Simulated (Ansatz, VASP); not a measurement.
# One calculation of HPt6, two programs

INCAR

```
SYSTEM = HPt6
PREC = Accurate
ENCUT = 520
EDIFF = 1E-6
ISMEAR = 0
SIGMA = 0.1
LREAL = .False.
LASPH = .True.
NELM = 100
ALGO = Normal
ISIF = 2
LWAVE = .False.
LCHARG = .False.
LDIPOL = .True.
IDIPOL = 3
DIPOL = 0.5 0.5 0.300
GGA = PE
NBANDS = 74
```

Contents of KPOINTS:

```
Automatic mesh
0
Gamma
  6 6 1
  0 0 0
```

File POSCAR:

```
HPt6
1.0
    5.6143281343      0.0000000000      0.0000000000
   -2.8071640672      4.8621507895      0.0000000000
    0.0000000000      0.0000000000     22.6192653717
Pt H
12 2
Direct
    0.3333333333      0.1666666667      0.1768404028
    0.3333333333      0.6666666667      0.1768404028
    0.8333333333      0.1666666667      0.1768404028
    0.8333333333      0.6666666667      0.1768404028
    0.1666666667      0.3333333333      0.2789526245
    0.1666666667      0.8333333333      0.2789526245
    0.6666666667      0.3333333333      0.2789526245
    0.6666666667      0.8333333333      0.2789526245
    0.0000000000      0.0000000000      0.3810585901
    0.0000000000      0.5000000000      0.3810585901
    0.5000000000      0.0000000000      0.3810585901
    0.5000000000      0.5000000000      0.3810585901
    0.1731307263      0.3462614525      0.4292475999
    0.3268692737      0.6537385475      0.4292475999
```

Input for Ansatz:

```yaml
crystal:
  lattice:
    - [5.6143281343, 0.0, 0.0]
    - [-2.8071640672, 4.8621507895, 0.0]
    - [0.0, 0.0, 22.6192653717]
  atoms:
    - { symbol: Pt, position: [0.3333333333, 0.1666666667, 0.1768404028] }
    - { symbol: Pt, position: [0.3333333333, 0.6666666667, 0.1768404028] }
    - { symbol: Pt, position: [0.8333333333, 0.1666666667, 0.1768404028] }
    - { symbol: Pt, position: [0.8333333333, 0.6666666667, 0.1768404028] }
    - { symbol: Pt, position: [0.1666666667, 0.3333333333, 0.2789526245] }
    - { symbol: Pt, position: [0.1666666667, 0.8333333333, 0.2789526245] }
    - { symbol: Pt, position: [0.6666666667, 0.3333333333, 0.2789526245] }
    - { symbol: Pt, position: [0.6666666667, 0.8333333333, 0.2789526245] }
    - { symbol: Pt, position: [0.0, 0.0, 0.3810585901] }
    - { symbol: Pt, position: [0.0, 0.5, 0.3810585901] }
    - { symbol: Pt, position: [0.5, 0.0, 0.3810585901] }
    - { symbol: Pt, position: [0.5, 0.5, 0.3810585901] }
    - { symbol: H, position: [0.1731307263, 0.3462614525, 0.4292475999] }
    - { symbol: H, position: [0.3268692737, 0.6537385475, 0.4292475999] }
basis:
  ecutwfc: 420
kpoints:
  mp_grid: { grid: [6, 6, 1] }
hamiltonian:
  xc: pbe
  pseudopotentials: { kind: paw, azcp: { folder: soft_1 } }
scf:
  occupations: { method: gaussian, width: 0.1 }
output:
  forces: true
  eigenvalues: true
efield:
  axis: 3
  dipole_correction: true
  ramp_width: 0.04
```

Alike in both runs: task single point; functional PBE; k mesh 6 × 6 × 1; occupations gaussian, width 0.1 eV; no spin polarisation.

|  | VASP | Ansatz |
| --- | --- | --- |
| version | VASP 6.6.1 | Ansatz 0.2.0 |
| potentials or method | VASP PAW PBE potentials, release 64 (Pt, H), cutoff 520 eV | scalar-relativistic, plane waves, PAW |
| valence electrons in the cell | 122 | 218 |

|  | VASP | Ansatz | Ansatz less VASP |
| --- | --- | --- | --- |
| gap on the k mesh at the Fermi level (eV) | none | none | - |
| rms of the force components (eV/Å) | 0.274 | 0.279 | +0.0051 |

Atom by atom the forces differ by 0.009 eV/Å (rms over components). A gap of «none» marks a metal or a gap that the smearing closes. VASP's potentials hold 122 valence electrons a cell and Ansatz's 218, so a difference there can come from the potentials and not from the codes.

Neither program's run includes spin-orbit coupling.
